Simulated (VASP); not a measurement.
# RuCl2: single point with PBE

RuCl2:

```xyz
3
Lattice="3.5964 0.0000 0.0000 -1.7982 3.1146 0.0000 0.0000 0.0000 6.2248" Properties=species:S:1:pos:R:3 pbc="T T T"
Ru    0.0000    0.0000    0.0000
Cl    0.0000    2.0764    1.2237
Cl    1.7982    1.0382    5.0011
```

| Property | Result |
| --- | --- |
| Program | VASP 6.6.1 |
| Task | single point |
| Functional | PBE |
| Potentials or basis | VASP PAW PBE potentials, release 64 (Ru_pv, Cl) |
| Cutoff | 520 eV |
| k mesh | 12 × 12 × 6 |
| Occupations | gaussian, width 0.05 eV |
| Spin | no spin polarisation |
| Dipole correction | no |
| Further INCAR settings | ALGO = Normal; EDIFF = 1e-07; NBANDS = 21 |

```yaml
Pressure: 0.0 GPa
Band_gap_on_the_k_mesh: 1.07 eV (least direct gap 1.08 eV)
```

Forces on the atoms (eV/Å):
```
Ru   0.000  0.000  0.000
Cl   0.000  0.000 -0.002
Cl   0.000  0.000  0.002
```

Levels at points of the mesh, in eV from the valence-band top:
| k point | band 11 | band 12 | band 13 | band 14 | band 15 | band 16 | band 17 | band 18 |
| --- | --- | --- | --- | --- | --- | --- | --- | --- |
| (0.00, 0.00, 0.00) | -3.40 | -1.26 | -1.26 | -0.16 | 1.81 | 1.81 | 3.64 | 5.05 |
| (0.50, 0.00, 0.00) | -4.29 | -1.16 | -0.46 | -0.33 | 1.84 | 1.85 | 5.93 | 6.05 |
| (0.00, 0.00, 0.50) | -3.52 | -1.26 | -1.26 | -0.10 | 1.85 | 1.85 | 5.01 | 5.34 |
| (0.50, 0.00, 0.50) | -4.04 | -1.19 | -0.46 | -0.33 | 1.79 | 1.88 | 5.49 | 5.68 |

Run time: 2.6 min on 1 thread of Oxide Virtual Turin-like Processor, with other jobs on the host, peak memory 0.24 GiB.

Caveat: this functional lacks dispersion, which binds layers or chains, so the pressure and a relaxed spacing across them are unreliable. A k mesh can miss the band edges.
